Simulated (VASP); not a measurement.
Set up this calculation in VASP 6.6.1, as the native input.

```yaml
Task: single point
Functional: PBE
Potentials_or_basis: VASP PAW PBE potentials, release 64 (Hf_pv, N)
Cutoff: 520 eV
k_mesh: 10 × 10 × 6
Occupations: fermi-dirac, width 0.05 eV
Spin: no spin polarisation
Dipole_correction: no
Further_INCAR_settings: ALGO = Normal; EDIFF = 1e-06; NBANDS = 23
```

The structure of HfN (NiAs type) lies in POSCAR:

```
HfN
1.0
    3.1580519915      0.0000000000      0.0000000000
   -1.5790259957      2.7349532511      0.0000000000
    0.0000000000      0.0000000000      5.6681879018
Hf N
2 2
Direct
    0.0000000000      0.0000000000      0.0000000000
    0.0000000000      0.0000000000      0.5000000000
    0.3333333333      0.6666666667      0.2500000000
    0.6666666667      0.3333333333      0.7500000000
```

The input as run:

INCAR

```
PREC = Accurate ; ENCUT = 520
EDIFF = 1E-6 ; ISMEAR = -1
SIGMA = 0.05 ; LREAL = F
LASPH = T ; NELM = 60
ALGO = Normal ; ISIF = 2
LWAVE = F ; LCHARG = F
GGA = PE ; NBANDS = 23
```

KPOINTS

```
Automatic mesh
0
Gamma
  10 10 6
```

Potentials or basis: VASP PAW PBE potentials, release 64 (Hf_pv, N).

Run with:

```console
$ cat potpaw_PBE.64/Hf_pv/POTCAR potpaw_PBE.64/N/POTCAR > POTCAR
$ mpirun -np 1 vasp_std > vasp.out
```

Results of the run:

```json
{
 "Pressure": "-2.1 GPa",
 "Band gap on the k mesh": "zero (band 15 reaches 8.31 eV, above the bottom of band 16 at 6.80 eV)"
}
```

Caveat: spin-orbit coupling is left out, which moves the levels of the heavy elements.

Run time: 64 s on 1 thread of Intel Xeon 8259CL, with other jobs on the host, peak memory 0.2 GiB.
